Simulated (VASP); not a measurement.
# MgF2 (P4_2/mnm) in VASP: notebook

The runs below take MgF2 through single point, with r2SCAN.

All numbers are computed with VASP 6.6.1; they aren't measurements. Logs are shortened: lines on timing, memory, paths and dates and some standing lists are left out, and cuts for length are marked.

## (1) The cell of the first run

It takes space group P4_2/mnm (No. 136, tetragonal). The conventional cell has a = 4.626 Å, b = 4.626 Å, c = 3.049 Å, α = 90.00°, β = 90.00°, γ = 90.00°. Within 2.6 Å of Mg (site symmetry mmm) lie 6 F at 1.98 to 2.00 Å. Within 2.6 Å of F (site symmetry m2m) lie 3 Mg at 1.98 to 2.00 Å and 1 F at 2.58 Å.

## (2) Single point, r2SCAN

POSCAR reads:

```
MgF2
1.0
    4.6259220147      0.0000000000      0.0000000000
    0.0000000000      4.6259220147      0.0000000000
    0.0000000000      0.0000000000      3.0493542718
Mg F
2 4
Direct
    0.0000000000      0.0000000000      0.0000000000
    0.5000000000      0.5000000000      0.5000000000
    0.3029444585      0.3029444585      0.0000000000
    0.1970555415      0.8029444585      0.5000000000
    0.6970555415      0.6970555415      0.0000000000
    0.8029444585      0.1970555415      0.5000000000
```

INCAR.step1 reads:

```
SYSTEM = MgF2
  PREC = Accurate
  ENCUT = 660
  ISMEAR = -1
  SIGMA = 0.02
  LREAL = .FALSE.
  LASPH = .TRUE.
  NELM = 120
  NBANDS = 25
  GGA = PE
  ALGO = Normal
  EDIFF = 1E-5
  LWAVE = .TRUE.
  LCHARG = .FALSE.
  GGA_COMPAT = .FALSE.
```

INCAR.step2 reads:

```
SYSTEM = MgF2
  PREC = Accurate
  ENCUT = 660
  EDIFF = 1E-6
  ISMEAR = -1
  SIGMA = 0.02
  LREAL = .FALSE.
  LASPH = .TRUE.
  NELM = 120
  ALGO = Normal
  ISIF = 2
  LWAVE = .FALSE.
  LCHARG = .FALSE.
  METAGGA = R2SCAN
  LMIXTAU = .TRUE.
  NBANDS = 25
  ISTART = 1
  GGA_COMPAT = .FALSE.
```

KPOINTS reads:

```
regular mesh
0
G
  6 6 8
  0 0 0
```

Potentials or basis: VASP PAW PBE potentials, release 64 (Mg, F).

Command:

```
$ cat potpaw_PBE.64/Mg/POTCAR potpaw_PBE.64/F/POTCAR > POTCAR
$ cp INCAR.step1 INCAR
$ mpirun -np 1 vasp_std > vasp.out
$ cp INCAR.step2 INCAR
$ mpirun -np 1 vasp_std > vasp.out
```

OUTCAR:

```text
SYSTEM = MgF2
   PREC = Accurate
   ENCUT = 660
   EDIFF = 1E-6
   ISMEAR = -1
   LREAL = .FALSE.
   LASPH = .TRUE.
   NELM = 120
   ISIF = 2
   METAGGA = R2SCAN
   ISTART = 1

 ion  position               nearest neighbor table
   1  0.000  0.000  0.000-   3 1.98   5 1.98   4 2.00   6 2.00   4 2.00   6 2.00   2 3.61   2 3.61
                             2 3.61   2 3.61   2 3.61   2 3.61   2 3.61   2 3.61
   2  0.500  0.500  0.500-   4 1.98   6 1.98   5 2.00   3 2.00   3 2.00   5 2.00   1 3.61   1 3.61
                             1 3.61   1 3.61   1 3.61   1 3.61   1 3.61   1 3.61
   3  0.303  0.303  0.000-   1 1.98   2 2.00   2 2.00
   4  0.197  0.803  0.500-   2 1.98   1 2.00   1 2.00
   5  0.697  0.697  0.000-   1 1.98   2 2.00   2 2.00
   6  0.803  0.197  0.500-   2 1.98   1 2.00   1 2.00

  LATTYP: Found a simple tetragonal cell.
 ALAT       =     4.6259220147
 C/A-ratio  =     0.6591884304

  Lattice vectors:

 A1 = (   4.6259220147,   0.0000000000,   0.0000000000)
 A2 = (   0.0000000000,   4.6259220147,   0.0000000000)
 A3 = (   0.0000000000,   0.0000000000,   3.0493542718)

Analysis of symmetry for initial positions (statically):
=====================================================================
 Subroutine PRICEL returns:
 Original cell was already a primitive cell.

 Routine SETGRP: Setting up the symmetry group for a
 simple tetragonal supercell.

 Subroutine GETGRP returns: Found 16 space group operations
 (whereof  8 operations were pure point group operations)
 out of a pool of 16 trial point group operations.

The static configuration has the point symmetry D_2h.
 The point group associated with its full space group is D_4h.

Analysis of symmetry for dynamics (positions and initial velocities):
=====================================================================
 Subroutine PRICEL returns:
 Original cell was already a primitive cell.

 Routine SETGRP: Setting up the symmetry group for a
 simple tetragonal supercell.

 Subroutine GETGRP returns: Found 16 space group operations
 (whereof  8 operations were pure point group operations)
 out of a pool of 16 trial point group operations.

The dynamic configuration has the point symmetry D_2h.
 The point group associated with its full space group is D_4h.

 Subroutine INISYM returns: Found 16 space group operations
 (whereof  8 operations are pure point group operations),
 and found     1 'primitive' translations

----------------------------------------------------------------------------------------

                                     Primitive cell

[... 97 lines left out ...]
   NELM   =    120;   NELMIN=  2; NELMDL=  0     # of ELM steps
   EDIFF  = 0.1E-05   stopping-criterion for ELM
   LREAL  =      F    real-space projection
[... 7 lines left out ...]
   TEBEG  =    0.0;   TEEND  =   0.0 temperature during run
   PSTRESS=    0.0 pullay stress
   NELECT =      32.0000    total number of electrons
   NUPDOWN=      -1.0000    fix difference up-down
   EMIN   =  10.00;   EMAX   =-10.00  energy-range for DOS
   EFERMI =   0.00;   METHOD = LEGACY
   ISMEAR =    -1;   SIGMA  =   0.02  broadening in eV -4-tet -1-fermi 0-gaus
   EFERMI_NEDOS =   21; number of points for ismear=-14 and -15
   IALGO  =     38    algorithm
   IMIX   =      4    mixing-type and parameters
     AMIX     =   0.40;   BMIX     =  1.00
     AMIX_MAG =   1.60;   BMIX_MAG =  1.00
  volume/ion in A,a.u.               =      10.88        73.39
  Fermi-wavevector in a.u.,A,eV,Ry     =   1.290991  2.439620 22.676267  1.666659
  Thomas-Fermi vector in A             =   2.422789
   LORBIT       =      0    0 simple, 1 ext, 2 COOP (PROOUT), +10 PAW based schemes
   METAGGA = R2SCAN    functional components
   LHFCALC =     F    Hartree Fock is set to
   AEXX    =    0.0000 exact exchange contribution
   IVDW    =     0    specifies the selected vdW correction
   LEPSILON=     F    determine dielectric tensor
   LRPA    =     F    only Hartree local field effects (RPA)
 non-spin polarized calculation
  energy-cutoff  :      660.00
  volume of cell :       65.25
 maximum number of plane-waves:      2545
 NGX is ok and might be reduce to    40
   NGX = 19   NGY = 19   NGZ = 13

 number of electron      32.0000012 magnetization

 Free energy of the ion-electron system (eV)
  ---------------------------------------------------
  ext. energy  EPLUGINS =         0.00000000
  ---------------------------------------------------
  free energy    TOTEN  =       -43.85754958 eV

  energy without entropy =      -43.85754958  energy(sigma->0) =      -43.85754958

 E-fermi :  -1.4583     XC(G=0): -10.2426

 val. band max:       -1.8649203605   @ k =   0.0000   0.0000   0.0000
 cond. band min:       6.1486925080   @ k =   0.0000   0.0000   0.0000
 fundamental gap:      8.0136128685
 Fermi energy:        -1.4583402834

 k-point     1 :       0.0000    0.0000    0.0000
  band No.  band energies     occupation
      1     -23.7267      2.00000
      2     -22.9494      2.00000
      3     -22.9494      2.00000
      4     -22.8597      2.00000
      5      -5.9042      2.00000
      6      -4.3715      2.00000
[... 661 lines left out ...]
     24      15.5392      0.00000
     25      17.0522      0.00000

 [... further k-points ...]

------------------------ aborting loop because EDIFF is reached ----------------------------------------

  FORCE on cell =-STRESS in cart. coord.  units (eV):
  Direction    XX          YY          ZZ          XY          YZ          ZX
  --------------------------------------------------------------------------------------
  -------------------------------------------------------------------------------------
  Total       -0.6855587     -0.6855587     -0.7706115      0.0000000      0.0000000      0.0000000
  in kB      -16.8325826    -16.8325826    -18.9208917      0.0000000      0.0000000      0.0000000
  external PRESSURE =     -17.5286856 kB  Pullay stress =       0.0000000 kB

 VOLUME and BASIS-vectors are now :
 -----------------------------------------------------------------------------
  energy-cutoff  :      660.00
  volume of cell :       65.25
      direct lattice vectors                 reciprocal lattice vectors
     4.625922015  0.000000000  0.000000000     0.216173121  0.000000000  0.000000000
     0.000000000  4.625922015  0.000000000     0.000000000  0.216173121  0.000000000
     0.000000000  0.000000000  3.049354272     0.000000000  0.000000000  0.327938282

 POSITION                                       TOTAL-FORCE (eV/Angst)
 -----------------------------------------------------------------------------------
      0.00000      0.00000      0.00000         0.000000      0.000000      0.000000
      2.31296      2.31296      1.52468         0.000000      0.000000      0.000000
      1.40140      1.40140      0.00000         0.008385      0.008385     -0.000000
      0.91156      3.71436      1.52468        -0.008385      0.008385      0.000000
      3.22452      3.22452      0.00000        -0.008385     -0.008385      0.000000
      3.71436      0.91156      1.52468         0.008385     -0.008385      0.000000
 -----------------------------------------------------------------------------------
    total drift:                                0.000000      0.000000      0.000000

  FREE ENERGIE OF THE ION-ELECTRON SYSTEM (eV)
  ---------------------------------------------------
  free  energy   TOTEN  =       -43.8575495793 eV

  energy  without entropy=      -43.8575495793  energy(sigma->0) =      -43.85754958
```

OSZICAR.step1:

```text
N       E                     dE             d eps       ncg     rms          rms(c)
DAV:   1     0.203285307161E+03    0.20329E+03   -0.20291E+04  2604   0.146E+03
DAV:   2    -0.235071520114E+02   -0.22679E+03   -0.21732E+03  2997   0.318E+02
DAV:   3    -0.340392390467E+02   -0.10532E+02   -0.10498E+02  3188   0.645E+01
DAV:   4    -0.341030210129E+02   -0.63782E-01   -0.63773E-01  2750   0.567E+00
DAV:   5    -0.341033381489E+02   -0.31714E-03   -0.31713E-03  3103   0.398E-01    0.100E+01
DAV:   6    -0.314822222153E+02    0.26211E+01   -0.80897E+00  2834   0.205E+01    0.300E+00
DAV:   7    -0.314996279905E+02   -0.17406E-01   -0.86820E-02  2681   0.194E+00    0.192E+00
DAV:   8    -0.315283949291E+02   -0.28767E-01   -0.59017E-02  2587   0.238E+00    0.210E-01
DAV:   9    -0.315285212631E+02   -0.12633E-03   -0.11234E-03  3242   0.239E-01    0.845E-02
DAV:  10    -0.315290752654E+02   -0.55400E-03   -0.52859E-04  2610   0.165E-01    0.183E-02
DAV:  11    -0.315290747330E+02    0.53238E-06   -0.76689E-06  2374   0.247E-02
   1 F= -.31529075E+02 E0= -.31529075E+02  d E =-.122188E-10
```

Wall time 5.6 min (1 thread of Oxide Virtual Turin-like, shared host); peak memory 0.24 GiB.

Results:

| Quantity | Value |
| --- | --- |
| Free energy | -43.8575 eV |
| Pressure | -1.8 GPa |
| Largest force | 0.012 eV/Å |
| Band gap on the k mesh | 8.01 eV |

Forces in eV/Å, atoms in the order of the input:
```
Mg   0.000  0.000  0.000
Mg   0.000  0.000  0.000
F    0.008  0.008  0.000
F   -0.008  0.008  0.000
F   -0.008 -0.008  0.000
F    0.008 -0.008  0.000
```

Levels at points of the mesh, in eV from the valence-band top:
| k point | band 13 | band 14 | band 15 | band 16 | band 17 | band 18 | band 19 | band 20 |
| --- | --- | --- | --- | --- | --- | --- | --- | --- |
| (0.00, 0.00, 0.00) | -0.72 | -0.32 | -0.32 | 0.00 | 8.01 | 13.25 | 13.25 | 14.79 |
| (0.50, 0.00, 0.00) | -0.98 | -0.98 | -0.38 | -0.38 | 10.45 | 10.45 | 14.53 | 14.53 |
| (0.50, 0.50, 0.00) | -0.95 | -0.95 | -0.78 | -0.78 | 12.21 | 12.21 | 12.30 | 12.30 |
| (0.00, 0.00, 0.50) | -1.16 | -1.16 | -0.86 | -0.86 | 12.85 | 12.85 | 16.05 | 16.05 |
| (0.50, 0.00, 0.50) | -0.74 | -0.74 | -0.67 | -0.67 | 13.76 | 13.76 | 14.56 | 14.56 |
| (0.50, 0.50, 0.50) | -0.62 | -0.62 | -0.48 | -0.48 | 14.26 | 14.26 | 14.52 | 14.52 |

Caveat: the PAW data sets were made with another functional, which shifts forces and pressure a little. A k mesh can miss the band edges.

## (3) Single point, r2SCAN

This run uses another cell than the first one, of 10.22 Å³/atom.

POSCAR reads:

```
MgF2
1.0
    4.5314889500      0.0000000000      0.0000000000
    0.0000000000      4.5314889500      0.0000000000
    0.0000000000      0.0000000000      2.9871050900
Mg F
2 4
Direct
    0.0000000000      0.0000000000      0.0000000000
    0.5000000000      0.5000000000      0.5000000000
    0.3018737614      0.3018737614      0.0000000000
    0.1981262386      0.8018737614      0.5000000000
    0.6981262386      0.6981262386      0.0000000000
    0.8018737614      0.1981262386      0.5000000000
```

INCAR.step1 reads:

```
PREC = Accurate ; ENCUT = 660
ISMEAR = -1 ; SIGMA = 0.02
LREAL = F ; LASPH = T
NELM = 120 ; NBANDS = 25
GGA = PE ; ALGO = Normal
EDIFF = 1E-5 ; LWAVE = T
LCHARG = F ; GGA_COMPAT = F
```

INCAR.step2 reads:

```
PREC = Accurate ; ENCUT = 660
EDIFF = 1E-6 ; ISMEAR = -1
SIGMA = 0.02 ; LREAL = F
LASPH = T ; NELM = 120
ALGO = Normal ; ISIF = 2
LWAVE = F ; LCHARG = F
METAGGA = R2SCAN ; LMIXTAU = T
NBANDS = 25 ; ISTART = 1
GGA_COMPAT = F
```

KPOINTS reads:

```
Automatic mesh
0
Gamma
  6 6 10
```

Potentials or basis: VASP PAW PBE potentials, release 64 (Mg, F).

Command:

```
$ cat potpaw_PBE.64/Mg/POTCAR potpaw_PBE.64/F/POTCAR > POTCAR
$ cp INCAR.step1 INCAR
$ mpirun -np 1 vasp_std > vasp.out
$ cp INCAR.step2 INCAR
$ mpirun -np 1 vasp_std > vasp.out
```

Run time: 5.4 min. Hardware: 1 thread of Oxide Virtual Turin-like, shared host; peak memory 0.25 GiB.

The run converged. Its results:

```
Free energy            : -43.7994 eV
Pressure               : 5.6 GPa
Largest force          : 0.013 eV/Å
Band gap on the k mesh : 8.46 eV
```

Forces on the atoms (eV/Å):
```
Mg   0.000  0.000  0.000
Mg   0.000  0.000  0.000
F    0.009  0.009  0.000
F   -0.009  0.009  0.000
F   -0.009 -0.009  0.000
F    0.009 -0.009  0.000
```

Stress tensor (GPa, compression positive):
```
5.42 0.00 0.00
0.00 5.42 0.00
0.00 0.00 5.88
```

Levels at points of the mesh, in eV from the valence-band top:
| k point | band 12 | band 13 | band 14 | band 15 | band 16 | band 17 | band 18 | band 19 | band 20 | band 21 |
| --- | --- | --- | --- | --- | --- | --- | --- | --- | --- | --- |
| (0.00, 0.00, 0.00) | -1.31 | -0.73 | -0.34 | -0.34 | 0.00 | 8.46 | 13.69 | 13.69 | 15.16 | 15.92 |
| (0.50, 0.00, 0.00) | -1.49 | -1.02 | -1.02 | -0.41 | -0.41 | 10.97 | 10.97 | 15.01 | 15.01 | 17.19 |
| (0.50, 0.50, 0.00) | -1.36 | -1.02 | -1.02 | -0.87 | -0.87 | 12.68 | 12.68 | 12.98 | 12.98 | 19.05 |
| (0.00, 0.00, 0.50) | -1.52 | -1.29 | -1.29 | -0.94 | -0.94 | 13.41 | 13.41 | 16.53 | 16.53 | 16.84 |
| (0.50, 0.00, 0.50) | -1.47 | -0.79 | -0.79 | -0.74 | -0.74 | 14.28 | 14.28 | 15.19 | 15.19 | 17.36 |
| (0.50, 0.50, 0.50) | -1.48 | -0.69 | -0.69 | -0.51 | -0.51 | 14.64 | 14.64 | 15.19 | 15.19 | 16.23 |

Caveat: the cell stands under pressure; the PAW data sets were made with another functional, which shifts forces and pressure a little. A k mesh can miss the band edges.

(Continued in part 2 of 2.)
